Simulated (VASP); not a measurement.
# MgO (Periclase) (I4/mmm) in VASP: further runs

Runs on MgO (Periclase). Level: PBEsol. Tasks: single point.

Program: VASP 6.6.1. These are calculated values, not measurements. Logs are shortened: lines on timing, memory, paths and dates and some standing lists are left out, and cuts for length are marked.

### Step 1. The cell of the first run

The structure is tetragonal, space group I4/mmm (No. 139). Conventional cell: a = 3.088 Å, b = 3.088 Å, c = 3.931 Å, α = 90.00°, β = 90.00°, γ = 90.00°. Within 2.6 Å of Mg (site symmetry 4/mmm) lie 6 O at 1.97 to 2.18 Å. Within 2.6 Å of O (site symmetry 4/mmm) lie 6 Mg at 1.97 to 2.18 Å.

### Step 2. Single point, PBEsol

INCAR

```
SYSTEM = MgO
  PREC = Accurate
  ENCUT = 600
  EDIFF = 1E-6
  ISMEAR = -1
  SIGMA = 0.02
  LREAL = .False.
  LASPH = .True.
  NELM = 120
  ALGO = Normal
  ISIF = 2
  LWAVE = .False.
  LCHARG = .False.
  GGA = PS
  NBANDS = 11
  GGA_COMPAT = .False.
```

KPOINTS

```
regular mesh
0
Gamma
  8 8 8
  0 0 0
```

POSCAR

```
MgO
1.0
    0.0000000000      2.1838665796      1.9654799216
    2.1838665796      0.0000000000      1.9654799216
    2.1838665796      2.1838665796      0.0000000000
Mg O
1 1
Direct
    0.0000000000      0.0000000000      0.0000000000
    0.5000000000      0.5000000000      0.5000000000
```

Potentials or basis: VASP PAW PBE potentials, release 64 (Mg, O).

On the command line:

```console
$ cat potpaw_PBE.64/Mg/POTCAR potpaw_PBE.64/O/POTCAR > POTCAR
$ mpirun -np 1 vasp_std > vasp.out
```

OUTCAR:

```text
SYSTEM = MgO
   PREC = Accurate
   ENCUT = 600
   EDIFF = 1E-6
   ISMEAR = -1
   LREAL = .False.
   LASPH = .True.
   NELM = 120
   ISIF = 2
   GGA = PS

 ion  position               nearest neighbor table
   1  0.000  0.000  0.000-   2 1.97   2 1.97   2 2.18   2 2.18   2 2.18   2 2.18
   2  0.500  0.500  0.500-   1 1.97   1 1.97   1 2.18   1 2.18   1 2.18   1 2.18

  LATTYP: Found a body centered tetragonal cell.
 ALAT       =     3.0884537353
 C/A-ratio  =     1.2727922061

  Lattice vectors:

 A1 = (   0.0000000000,  -2.1838665796,  -1.9654799216)
 A2 = (   0.0000000000,   2.1838665796,  -1.9654799216)
 A3 = (   2.1838665796,   0.0000000000,   1.9654799216)

Analysis of symmetry for initial positions (statically):
=====================================================================
 Subroutine PRICEL returns:
 Original cell was already a primitive cell.

 Routine SETGRP: Setting up the symmetry group for a
 body centered tetragonal supercell.

 Subroutine GETGRP returns: Found 16 space group operations
 (whereof 16 operations were pure point group operations)
 out of a pool of 16 trial point group operations.

The static configuration has the point symmetry D_4h.

Analysis of symmetry for dynamics (positions and initial velocities):
=====================================================================
 Subroutine PRICEL returns:
 Original cell was already a primitive cell.

 Routine SETGRP: Setting up the symmetry group for a
 body centered tetragonal supercell.

 Subroutine GETGRP returns: Found 16 space group operations
 (whereof 16 operations were pure point group operations)
 out of a pool of 16 trial point group operations.

The dynamic configuration has the point symmetry D_4h.

 Subroutine INISYM returns: Found 16 space group operations
 (whereof 16 operations are pure point group operations),
 and found     1 'primitive' translations

----------------------------------------------------------------------------------------

                                     Primitive cell

  volume of cell :      18.7478

  direct lattice vectors                    reciprocal lattice vectors
     0.000000000  2.183866580  1.965479922    -0.228951716  0.228951716  0.254390795
     2.183866580  0.000000000  1.965479922     0.228951716 -0.228951716  0.254390795
     2.183866580  2.183866580  0.000000000     0.228951716  0.228951716 -0.254390795

  length of vectors
     2.938091993  2.938091993  3.088453735     0.411767474  0.411767474  0.411767474

  position of ions in fractional coordinates (direct lattice)
     0.000000000  0.000000000  0.000000000
     0.500000000  0.500000000  0.500000000

  ion indices of the primitive-cell ions
   primitive index   ion index
                 1           1
                 2           2

----------------------------------------------------------------------------------------

 KPOINTS: regular mesh

Automatic generation of k-mesh.
 Grid dimensions read from file:
 generate k-points for:    8    8    8

 Generating k-lattice:

  Cartesian coordinates                     Fractional coordinates (reciprocal lattice)
    -0.028618964  0.028618964  0.031798849     0.125000000  0.000000000  0.000000000
     0.028618964 -0.028618964  0.031798849     0.000000000  0.125000000  0.000000000
     0.028618964  0.028618964 -0.031798849    -0.000000000 -0.000000000  0.125000000

  Length of vectors
     0.051470934  0.051470934  0.051470934

  Shift w.r.t. Gamma in fractional coordinates (k-lattice)
     0.000000000  0.000000000  0.000000000

 Subroutine IBZKPT returns following result:
 ===========================================

 Found     59 irreducible k-points:

 Following reciprocal coordinates:
            Coordinates               Weight
  0.000000  0.000000  0.000000      1.000000
  0.125000 -0.000000  0.000000      8.000000
  0.250000 -0.000000  0.000000      8.000000
  0.375000  0.000000  0.000000      8.000000
  0.500000 -0.000000  0.000000      4.000000
  0.125000  0.125000  0.000000      2.000000
[... 16 lines left out ...]
  0.250000 -0.000000  0.125000     16.000000
  0.375000  0.000000  0.125000     16.000000
 [... further k-points ...]
   k-points           NKPTS =     59   k-points in BZ     NKDIM =     59   number of bands    NBANDS=     11
   number of dos      NEDOS =    301   number of ions     NIONS =      2
   total plane-waves  NPLWV =  16128
   dimension x,y,z NGX =    24 NGY =   24 NGZ =   28
   dimension x,y,z NGXF=    48 NGYF=   48 NGZF=   56
   ions per type =               1   1
   NGX,Y,Z   is equivalent  to a cutoff of  13.58, 13.58, 15.07 a.u.
   NGXF,Y,Z  is equivalent  to a cutoff of  27.16, 27.16, 30.14 a.u.
 SYSTEM =  MgO
   PREC   = accura    normal or accurate (medium, high low for compatibility)
   ISTART =      0    job   : 0-new  1-cont  2-samecut
   ICHARG =      2    charge: 1-file 2-atom 10-const
   ISPIN  =      1    spin polarized calculation?
   LNONCOLLINEAR =      F non collinear calculations
   LSORBIT =      F    spin-orbit coupling
   LASPH  =      T    aspherical Exc in radial PAW
   ENCUT  =  600.0 eV  44.10 Ry    6.64 a.u.   5.87  5.87  6.17*2*pi/ulx,y,z
   NELM   =    120;   NELMIN=  2; NELMDL= -5     # of ELM steps
   EDIFF  = 0.1E-05   stopping-criterion for ELM
   LREAL  =      F    real-space projection
[... 7 lines left out ...]
   TEBEG  =    0.0;   TEEND  =   0.0 temperature during run
   PSTRESS=    0.0 pullay stress
   NELECT =       8.0000    total number of electrons
   NUPDOWN=      -1.0000    fix difference up-down
   EMIN   =  10.00;   EMAX   =-10.00  energy-range for DOS
   EFERMI =   0.00;   METHOD = LEGACY
   ISMEAR =    -1;   SIGMA  =   0.02  broadening in eV -4-tet -1-fermi 0-gaus
   EFERMI_NEDOS =   21; number of points for ismear=-14 and -15
   IALGO  =     38    algorithm
   IMIX   =      4    mixing-type and parameters
     AMIX     =   0.40;   BMIX     =  1.00
     AMIX_MAG =   1.60;   BMIX_MAG =  1.00
  volume/ion in A,a.u.               =       9.37        63.26
  Fermi-wavevector in a.u.,A,eV,Ry     =   1.232503  2.329092 20.668107  1.519063
  Thomas-Fermi vector in A             =   2.367270
   LORBIT       =      0    0 simple, 1 ext, 2 COOP (PROOUT), +10 PAW based schemes
   GGA     = PS    functional components
   LHFCALC =     F    Hartree Fock is set to
   AEXX    =    0.0000 exact exchange contribution
   IVDW    =     0    specifies the selected vdW correction
   LEPSILON=     F    determine dielectric tensor
   LRPA    =     F    only Hartree local field effects (RPA)
 non-spin polarized calculation
  energy-cutoff  :      600.00
  volume of cell :       18.75
 maximum number of plane-waves:       635
   NGX = 11   NGY = 11   NGZ = 13

 number of electron       8.0000002 magnetization

 Free energy of the ion-electron system (eV)
  ---------------------------------------------------
  ext. energy  EPLUGINS =         0.00000000
  ---------------------------------------------------
  free energy    TOTEN  =       -12.41375326 eV

  energy without entropy =      -12.41375326  energy(sigma->0) =      -12.41375326

 E-fermi :   3.4965     XC(G=0): -11.2759

 val. band max:        3.1002964434   @ k =   0.0000   0.0000   0.0000
 cond. band min:       7.5514244677   @ k =   0.0000   0.0000   0.0000
 fundamental gap:      4.4511280243
 Fermi energy:         3.4965187251

 k-point     1 :       0.0000    0.0000    0.0000
  band No.  band energies     occupation
      1     -14.1797      2.00000
      2       2.8357      2.00000
      3       3.1003      2.00000
      4       3.1003      2.00000
      5       7.5514      0.00000
      6      18.4162      0.00000
      7      18.4162      0.00000
      8      19.5024      0.00000
      9      22.6358      0.00000
     10      22.6802      0.00000
     11      25.9446      0.00000

 k-point     2 :       0.1250   -0.0000    0.0000
  band No.  band energies     occupation
      1     -14.0134      2.00000
      2       2.0251      2.00000
      3       2.8685      2.00000
      4       2.9616      2.00000
      5       8.4716      0.00000
      6      17.0321      0.00000
      7      18.6932      0.00000
      8      19.5021      0.00000
      9      22.0443      0.00000
     10      24.2169      0.00000
     11      25.3401      0.00000

 k-point     3 :       0.2500   -0.0000    0.0000
  band No.  band energies     occupation
      1     -13.5804      2.00000
      2       0.3289      2.00000
      3       2.6464      2.00000
      4       2.6743      2.00000
      5       9.9108      0.00000
      6      15.4366      0.00000
      7      18.7424      0.00000
      8      20.3692      0.00000
      9      22.3283      0.00000
     10      23.4659      0.00000
     11      25.5766      0.00000

 k-point     4 :       0.3750    0.0000    0.0000
  band No.  band energies     occupation
      1     -13.0912      2.00000
      2      -1.0788      2.00000
      3       2.3549      2.00000
      4       2.4973      2.00000
      5      10.6074      0.00000
      6      15.1834      0.00000
      7      18.2954      0.00000
      8      20.7424      0.00000
      9      23.6276      0.00000
     10      23.9715      0.00000
     11      25.4201      0.00000
[... 239 lines left out ...]
 k-point    22 :       0.1250    0.0000    0.1250
  band No.  band energies     occupation
      1     -13.9809      2.00000
      2       2.0330      2.00000
      3       2.6087      2.00000
      4       2.9413      2.00000
      5       8.7730      0.00000
      6      16.5418      0.00000
      7      19.1355      0.00000
      8      19.7568      0.00000
      9      20.7216      0.00000
     10      25.4907      0.00000
     11      25.5327      0.00000

 k-point    23 :       0.2500   -0.0000    0.1250
  band No.  band energies     occupation
      1     -13.6575      2.00000
      2       0.7826      2.00000
      3       2.4151      2.00000
      4       2.6675      2.00000
      5      10.0681      0.00000
      6      15.3147      0.00000
      7      18.7413      0.00000
      8      20.0879      0.00000
      9      20.7302      0.00000
     10      25.0672      0.00000
     11      27.1383      0.00000

 k-point    24 :       0.3750    0.0000    0.1250
  band No.  band energies     occupation
      1     -13.1895      2.00000
      2      -0.5535      2.00000
      3       2.0855      2.00000
      4       2.3778      2.00000
      5      11.1302      0.00000
      6      14.9191      0.00000
      7      17.7013      0.00000
      8      20.4271      0.00000
      9      22.2584      0.00000
     10      25.2260      0.00000
     11      26.9328      0.00000

 [... further k-points ...]

------------------------ aborting loop because EDIFF is reached ----------------------------------------

  FORCE on cell =-STRESS in cart. coord.  units (eV):
  Direction    XX          YY          ZZ          XY          YZ          ZX
  --------------------------------------------------------------------------------------
  -------------------------------------------------------------------------------------
  Total       -0.7039544     -0.7039544      2.4297105      0.0000000     -0.0000000     -0.0000000
  in kB      -60.1595136    -60.1595136    207.6415656      0.0000000     -0.0000000     -0.0000000
  external PRESSURE =      29.1075128 kB  Pullay stress =       0.0000000 kB

 VOLUME and BASIS-vectors are now :
 -----------------------------------------------------------------------------
  energy-cutoff  :      600.00
  volume of cell :       18.75
      direct lattice vectors                 reciprocal lattice vectors
     0.000000000  2.183866580  1.965479922    -0.228951716  0.228951716  0.254390795
     2.183866580  0.000000000  1.965479922     0.228951716 -0.228951716  0.254390795
     2.183866580  2.183866580  0.000000000     0.228951716  0.228951716 -0.254390795

 POSITION                                       TOTAL-FORCE (eV/Angst)
 -----------------------------------------------------------------------------------
      0.00000      0.00000      0.00000         0.000000      0.000000     -0.000000
      2.18387      2.18387      1.96548         0.000000     -0.000000      0.000000
 -----------------------------------------------------------------------------------
    total drift:                               -0.000000     -0.000000      0.000000

  FREE ENERGIE OF THE ION-ELECTRON SYSTEM (eV)
  ---------------------------------------------------
  free  energy   TOTEN  =       -12.4137532551 eV

  energy  without entropy=      -12.4137532551  energy(sigma->0) =      -12.41375326
```

Wall time 7.7 s (1 thread of AMD EPYC 9R45 (Zen 5), shared host); peak memory 0.12 GiB.

What came out:

- Free energy: -12.4138 eV
- Pressure: 2.9 GPa
- Band gap on the k mesh: 4.45 eV, direct

Caveat: the PAW data sets were made with another functional, which shifts forces and pressure a little. PBEsol gaps usually lie below the measured ones, often by a third to a half.

### Step 3. Single point, PBEsol

INCAR

```
SYSTEM = MgO
PREC = Accurate
ENCUT = 600
EDIFF = 1E-6
ISMEAR = -1
SIGMA = 0.02
LREAL = .False.
LASPH = .True.
NELM = 120
ALGO = Normal
ISIF = 2
LWAVE = .False.
LCHARG = .False.
GGA = PS
NBANDS = 11
GGA_COMPAT = .False.
```

KPOINTS is that of step 2.

POSCAR

```
MgO
1.0
    0.0000000000      2.1575523719      2.0137155471
    2.1575523719      0.0000000000      2.0137155471
    2.1575523719      2.1575523719      0.0000000000
Mg O
1 1
Direct
    0.0000000000      0.0000000000      0.0000000000
    0.5000000000      0.5000000000      0.5000000000
```

Potentials or basis: VASP PAW PBE potentials, release 64 (Mg, O).

On the command line:

```console
$ cat potpaw_PBE.64/Mg/POTCAR potpaw_PBE.64/O/POTCAR > POTCAR
$ mpirun -np 1 vasp_std > vasp.out
```

It took 6.3 s on 1 thread of AMD EPYC 9R45 (Zen 5), shared host; peak memory 0.12 GiB.

It converged, with:

```yaml
Free_energy: -12.4742 eV
Pressure: 0.6 GPa
Band_gap_on_the_k_mesh: 4.52 eV, direct
```

Stress tensor (GPa, compression positive):
```
-4.72  0.00  0.00
 0.00 -4.72  0.00
 0.00  0.00 11.31
```

Levels at points of the mesh, in eV from the valence-band top:
```csv
k point,band 2,band 3,band 4,band 5,band 6,band 7
"(0.00, 0.00, 0.00)",-0.17,0.00,0.00,4.52,15.38,15.38
"(0.50, 0.00, 0.00)",-4.71,-0.79,-0.66,7.65,12.37,15.36
"(0.50, 0.50, 0.00)",-3.99,-1.61,-1.61,8.41,9.81,13.49
"(0.50, 0.00, 0.50)",-4.27,-1.52,-1.10,9.16,9.84,12.58
```

Caveat: the PAW data sets were made with another functional, which shifts forces and pressure a little. Expect the measured gap to be larger: semilocal functionals such as PBEsol lack the derivative discontinuity.

### Step 4. Single point, PBEsol

This run uses another cell than the first one, of the same volume but with other edges.

INCAR is that of step 3.

KPOINTS is that of step 3.

POSCAR

```
MgO
1.0
    0.0000000000      2.0425657420      2.2468223162
    2.0425657420      0.0000000000      2.2468223162
    2.0425657420      2.0425657420      0.0000000000
Mg O
1 1
Direct
    0.0000000000      0.0000000000      0.0000000000
    0.5000000000      0.5000000000      0.5000000000
```

On the command line:

```console
$ cat potpaw_PBE.64/Mg/POTCAR potpaw_PBE.64/O/POTCAR > POTCAR
$ mpirun -np 1 vasp_std > vasp.out
```

Run time: 6.5 s. Hardware: 1 thread of AMD EPYC 9R45 (Zen 5), shared host; peak memory 0.12 GiB.

The run converged. Its results:

* Free energy: -12.4502 eV
* Pressure: 1.8 GPa
* Band gap on the k mesh: 4.45 eV, direct

Stress tensor (GPa, compression positive):
```
 7.43  0.00  0.00
 0.00  7.43  0.00
 0.00  0.00 -9.41
```

Levels at points of the mesh, in eV from the valence-band top:
| k point | band 1 | band 2 | band 3 | band 4 | band 5 | band 6 | band 7 | band 8 |
| --- | --- | --- | --- | --- | --- | --- | --- | --- |
| (0.00, 0.00, 0.00) | -17.29 | -0.15 | -0.15 | 0.00 | 4.45 | 14.95 | 15.98 | 15.98 |
| (0.50, 0.00, 0.00) | -15.98 | -4.75 | -0.88 | -0.65 | 7.58 | 12.29 | 15.28 | 17.22 |
| (0.50, 0.50, 0.00) | -15.92 | -4.41 | -1.18 | -1.18 | 9.52 | 9.99 | 12.03 | 19.50 |
| (0.50, 0.00, 0.50) | -15.63 | -4.10 | -1.88 | -1.27 | 8.61 | 9.76 | 13.25 | 17.47 |

Caveat: the PAW data sets were made with another functional, which shifts forces and pressure a little.

### Step 5. The runs side by side

```tsv
cell	gap on the mesh (eV)	pressure (GPa)
a = 2.938, b = 2.938, c = 3.088 Å, angles 58.3, 58.3, 63.4°, 2 atoms	4.45	2.9
a = 2.951, b = 2.951, c = 3.051 Å, angles 58.9, 58.9, 62.3°, 2 atoms	4.52	0.6
a = 3.036, b = 3.036, c = 2.889 Å, angles 61.6, 61.6, 56.8°, 2 atoms	4.45	1.8
```

Alike in all rows: task single point; level PBEsol; potentials or basis VASP PAW PBE potentials, release 64 (Mg, O); no spin polarisation; k mesh 8 × 8 × 8; cutoff (eV) 600; smearing fermi-dirac 0.02 eV.

Caveats: the PAW data sets were made with another functional, which shifts forces and pressure a little.

Absolute energies hang on the potentials; compare differences alone.
